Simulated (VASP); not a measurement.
# Mg6H13F in VASP: notebook, part 2 of 2

VASP 6.6.1. Earlier steps stand in the parts before.

## (4) Single point, PBE

Input file INCAR:

```
ALGO     = Normal         # electronic algorithm
EDIFF    = 1E-7           # SCF threshold, eV
ENCUT    = 520            # plane-wave cutoff, eV
GGA      = PE             # functional
ISIF     = 2              # what is computed and relaxed
ISMEAR   = -1             # smearing method
LASPH    = True           # aspherical terms in the spheres
LCHARG   = False          # write CHGCAR
LREAL    = Auto         
LWAVE    = False          # write WAVECAR
NBANDS   = 32             # bands
NELM     = 100            # most SCF steps
PREC     = Accurate       # precision mode
SIGMA    = 0.05           # smearing width, eV
```

Input file KPOINTS:

```
k-points
0
Gamma
  3 3 1
```

Input file POSCAR:

```
Mg6H13F
1.0
    5.4336820000      0.0000000000      0.0000000000
    1.6790490000      5.1677550000      0.0000000000
    0.0000000000      0.0000000000     19.7321500000
Mg H F
6 13 1
Direct
    0.0000000000      0.0000000000      0.0506787147
    0.3819624609      0.3819647023      0.1062884683
    0.7315478938      0.7395861452      0.1604184035
    0.1447289151      0.0867688193      0.2186279752
    0.6401841058      0.4706492471      0.2759861444
    1.0327308388      0.8559422805      0.3691843007
    0.1615292608      0.1615208151      0.1187452964
    0.0759617135      0.6879776615      0.1062884683
    0.6024140648      0.6024085894      0.0938316402
    0.6879756325      0.0759710938      0.1062884683
    0.9046754133      1.0363494399      0.1507539726
    0.8214520496      0.4014122187      0.1923307901
    0.3852285174      0.3378643144      0.2151767547
    0.4338204466      0.8217494831      0.2046305142
    0.8558834913      0.6867585634      0.3036313833
    0.4113707588      0.1705382705      0.3271463069
   -0.0055147327      0.1531612857      0.3047108399
    0.3881428584      0.6732710819      0.3354373446
    0.4027532696      1.1576593705      0.3681352514
    0.8050887325      1.0419611611      0.4362474439
```

Potentials or basis: VASP PAW PBE potentials, release 64 (Mg, H, F).

The run is started by

```console
> cat potpaw_PBE.64/Mg/POTCAR potpaw_PBE.64/H/POTCAR potpaw_PBE.64/F/POTCAR > POTCAR
> mpirun -np 1 vasp_std > vasp.out
```

OUTCAR:

```text
EDIFF = 1E-7
   ENCUT = 520
   GGA = PE
   ISIF = 2
   ISMEAR = -1
   LASPH = True
   LREAL = Auto
   NELM = 100
   PREC = Accurate

 ion  position               nearest neighbor table
   1  0.000  0.000  0.051-   8 1.95  10 1.95   7 1.95  11 2.04   3 3.18   4 3.47   2 3.53   2 3.53
                             2 3.53
   2  0.382  0.382  0.106-   7 1.95   9 1.95  10 1.95   8 1.95  13 2.16   4 3.23   3 3.29   1 3.53
                             1 3.53   1 3.53   3 3.58   3 3.63
   3  0.732  0.740  0.160-   9 1.76  14 1.77  12 1.86  10 2.07   8 2.10  11 2.11   5 2.83   1 3.18
                             2 3.29   4 3.37   4 3.54   2 3.58   2 3.63
   4  0.145  0.087  0.219-  14 1.79  17 1.87  11 1.95   7 2.02  12 2.10  13 2.16   5 3.10   2 3.23
                             6 3.35   3 3.37   1 3.47   3 3.54
   5  0.640  0.471  0.276-  18 1.88  12 1.90  15 1.98  13 2.12  17 2.23   3 2.83   4 3.10
   6  0.033  0.856  0.369-  20 1.88  18 1.99  15 2.00  17 2.02   4 3.35
   7  0.162  0.162  0.119-   2 1.95   1 1.95   4 2.02
   8  0.076  0.688  0.106-   1 1.95   2 1.95   3 2.10
   9  0.602  0.602  0.094-   3 1.76   2 1.95
  10  0.688  0.076  0.106-   1 1.95   2 1.95   3 2.07
  11  0.905  0.036  0.151-   4 1.95   1 2.04   3 2.11
  12  0.821  0.401  0.192-   3 1.86   5 1.90   4 2.10
  13  0.385  0.338  0.215-   5 2.12   2 2.16   4 2.16
  14  0.434  0.822  0.205-   3 1.77   4 1.79
  15  0.856  0.687  0.304-   5 1.98   6 2.00
  16  0.411  0.171  0.327-  19 0.81
  17  0.994  0.153  0.305-   4 1.87   6 2.02   5 2.23
  18  0.388  0.673  0.335-   5 1.88   6 1.99
  19  0.403  0.158  0.368-  16 0.81
  20  0.805  0.042  0.436-   6 1.88

  LATTYP: Found a base centered orthorhombic cell.
 ALAT       =     6.3877195230
 B/A-ratio  =     1.3763676380
 C/A-ratio  =     3.0890758320

  Lattice vectors:

 A1 = (  -1.6790490000,  -5.1677550000,   0.0000000000)
 A2 = (   5.4336820000,   0.0000000000,   0.0000000000)
 A3 = (   0.0000000000,   0.0000000000,  19.7321500000)

Analysis of symmetry for initial positions (statically):
=====================================================================
 Subroutine PRICEL returns:
 Original cell was already a primitive cell.

 Routine SETGRP: Setting up the symmetry group for a
 base centered orthorhombic supercell.

 Subroutine GETGRP returns: Found  1 space group operations
 (whereof  1 operations were pure point group operations)
 out of a pool of  8 trial point group operations.

The static configuration has the point symmetry C_1 .

Analysis of symmetry for dynamics (positions and initial velocities):
=====================================================================
 Subroutine PRICEL returns:
 Original cell was already a primitive cell.

 Routine SETGRP: Setting up the symmetry group for a
 base centered orthorhombic supercell.

 Subroutine GETGRP returns: Found  1 space group operations
 (whereof  1 operations were pure point group operations)
 out of a pool of  8 trial point group operations.

The dynamic configuration has the point symmetry C_1 .

 Subroutine INISYM returns: Found  1 space group operations
 (whereof  1 operations are pure point group operations),
 and found     1 'primitive' translations

----------------------------------------------------------------------------------------
[... 86 lines left out ...]
  0.000000  0.000000  0.000000      1.000000
  0.333333  0.000000  0.000000      2.000000
  0.000000 -0.333333  0.000000      2.000000
  0.333333  0.333333  0.000000      2.000000
 -0.333333  0.333333  0.000000      2.000000
   k-points           NKPTS =      5   k-points in BZ     NKDIM =      5   number of bands    NBANDS=     32
   number of dos      NEDOS =    301   number of ions     NIONS =     20
   total plane-waves  NPLWV = 240000
   dimension x,y,z NGX =    40 NGY =   40 NGZ =  150
   dimension x,y,z NGXF=    80 NGYF=   80 NGZF=  300
   ions per type =               6  13   1
   NGX,Y,Z   is equivalent  to a cutoff of  12.24, 12.24, 12.64 a.u.
   NGXF,Y,Z  is equivalent  to a cutoff of  24.48, 24.48, 25.28 a.u.
 SYSTEM =  unknown system
   PREC   = accura    normal or accurate (medium, high low for compatibility)
   ISTART =      0    job   : 0-new  1-cont  2-samecut
   ICHARG =      2    charge: 1-file 2-atom 10-const
   ISPIN  =      1    spin polarized calculation?
   LNONCOLLINEAR =      F non collinear calculations
   LSORBIT =      F    spin-orbit coupling
   LASPH  =      T    aspherical Exc in radial PAW
   ENCUT  =  520.0 eV  38.22 Ry    6.18 a.u.  10.10 10.10 36.69*2*pi/ulx,y,z
   NELM   =    100;   NELMIN=  2; NELMDL= -5     # of ELM steps
   EDIFF  = 0.1E-06   stopping-criterion for ELM
   LREAL  =      T    real-space projection
   EDIFFG = 0.1E-05   stopping-criterion for IOM
   NSW    =      0    number of steps for IOM
   IBRION =     -1    ionic relax: 0-MD 1-quasi-New 2-CG
   NFREE  =      0    steps in history (QN), initial steepest desc. (CG)
   ISIF   =      2    stress and relaxation
   ISYM   =      2    0-nonsym 1-usesym 2-fastsym
   POTIM  = 0.5000    time-step for ionic-motion
   TEBEG  =    0.0;   TEEND  =   0.0 temperature during run
   PSTRESS=    0.0 pullay stress
   NELECT =      32.0000    total number of electrons
   NUPDOWN=      -1.0000    fix difference up-down
   EMIN   =  10.00;   EMAX   =-10.00  energy-range for DOS
   EFERMI =   0.00;   METHOD = LEGACY
   ISMEAR =    -1;   SIGMA  =   0.05  broadening in eV -4-tet -1-fermi 0-gaus
   EFERMI_NEDOS =   21; number of points for ismear=-14 and -15
   IALGO  =     38    algorithm
   IMIX   =      4    mixing-type and parameters
     AMIX     =   0.40;   BMIX     =  1.00
     AMIX_MAG =   1.60;   BMIX_MAG =  1.00
  volume/ion in A,a.u.               =      27.70       186.95
  Fermi-wavevector in a.u.,A,eV,Ry     =   0.632802  1.195823  5.448298  0.400439
  Thomas-Fermi vector in A             =   1.696242
   LORBIT       =      0    0 simple, 1 ext, 2 COOP (PROOUT), +10 PAW based schemes
   GGA     = PE    functional components
   LHFCALC =     F    Hartree Fock is set to
   AEXX    =    0.0000 exact exchange contribution
   IVDW    =     0    specifies the selected vdW correction
   LEPSILON=     F    determine dielectric tensor
   LRPA    =     F    only Hartree local field effects (RPA)
 non-spin polarized calculation
  energy-cutoff  :      520.00
  volume of cell :      554.08
 maximum number of plane-waves:     14972
   NGX = 21   NGY = 21   NGZ = 73

 number of electron      31.9999995 magnetization

 Free energy of the ion-electron system (eV)
  ---------------------------------------------------
  ext. energy  EPLUGINS =         0.00000000
  ---------------------------------------------------
  free energy    TOTEN  =       -56.05214113 eV

  energy without entropy =      -56.05201123  energy(sigma->0) =      -56.05207618

 E-fermi :  -2.8835     XC(G=0):  -3.9569

 val. band max:       -3.2827572796   @ k =   0.0000   0.0000   0.0000
 cond. band min:      -2.5163455240   @ k =   0.0000   0.0000   0.0000
 fundamental gap:      0.7664117556
 Fermi energy:        -2.8834914263

 k-point     1 :       0.0000    0.0000    0.0000
  band No.  band energies     occupation
      1     -22.9436      2.00000
      2     -11.0002      2.00000
      3      -8.9876      2.00000
      4      -7.6578      2.00000
      5      -6.8718      2.00000
      6      -6.6007      2.00000
[... 144 lines left out ...]
     27       2.8009      0.00000
     28       2.9723      0.00000
 [bands above 28 left out]

------------------------ aborting loop because EDIFF is reached ----------------------------------------

  FORCE on cell =-STRESS in cart. coord.  units (eV):
  Direction    XX          YY          ZZ          XY          YZ          ZX
  --------------------------------------------------------------------------------------
  -------------------------------------------------------------------------------------
  Total       -4.0979193     -1.2604481     -4.1034631      0.2579250     -0.7356756      0.6348995
  in kB      -11.8495933     -3.6447269    -11.8656237      0.7458190     -2.1272886      1.8358831
  external PRESSURE =      -9.1199813 kB  Pullay stress =       0.0000000 kB

 VOLUME and BASIS-vectors are now :
 -----------------------------------------------------------------------------
  energy-cutoff  :      520.00
  volume of cell :      554.08
      direct lattice vectors                 reciprocal lattice vectors
     5.433682000  0.000000000  0.000000000     0.184037270 -0.059795326  0.000000000
     1.679049000  5.167755000  0.000000000     0.000000000  0.193507626  0.000000000
     0.000000000  0.000000000 19.732150000     0.000000000  0.000000000  0.050678715

 POSITION                                       TOTAL-FORCE (eV/Angst)
 -----------------------------------------------------------------------------------
      0.00000      0.00000      1.00000        -0.096325     -0.098320      1.134268
      2.71680      1.97390      2.09730         0.478330      0.509871      0.872715
      5.21680      3.82200      3.16540         0.912293      0.175768     -0.090670
      0.93210      0.44840      4.31400         0.117004      0.616575      0.360573
      4.26880      2.43220      5.44580         0.015735      0.285067      0.857077
      1.61502      4.42330      7.28480        -0.522372      0.141035     -0.161612
[... 12 lines left out ...]
      2.45315      0.81475      7.26410         0.493052      0.134834     -1.613934
      4.44505      0.21685      8.60810         0.650102     -0.594380     -0.715978
 -----------------------------------------------------------------------------------
    total drift:                               -0.000527     -0.002843     -0.003601

  FREE ENERGIE OF THE ION-ELECTRON SYSTEM (eV)
  ---------------------------------------------------
  free  energy   TOTEN  =       -56.0521411338 eV

  energy  without entropy=      -56.0520112253  energy(sigma->0) =      -56.05207618
```

Run time: 2.4 min. Hardware: 1 thread of Intel Xeon Platinum 8488C (Sapphire Rapids), shared host; peak memory 0.53 GiB.

What came out:

| Quantity | Value |
| --- | --- |
| Free energy | -56.0521 eV |
| Largest force | 1.782 eV/Å |
| Band gap on the k mesh | 0.77 eV, direct |

Forces on the atoms (eV/Å):
```
Mg  -0.096 -0.098  1.134
Mg   0.478  0.510  0.873
Mg   0.912  0.176 -0.091
Mg   0.117  0.617  0.361
Mg   0.016  0.285  0.857
Mg  -0.522  0.141 -0.162
H   -0.185 -0.149 -0.963
H    0.023 -0.024 -0.601
H   -0.707 -0.367 -0.864
H    0.176  0.180 -0.897
H   -0.286 -0.598  0.860
H    0.245  0.090  0.413
H   -0.191 -0.130 -0.439
H   -0.054 -0.186  0.398
H    0.094  0.048 -0.132
H   -0.215 -0.161  1.762
H   -0.437  0.022 -0.349
H   -0.511  0.105  0.170
H    0.493  0.135 -1.614
F    0.650 -0.594 -0.716
```
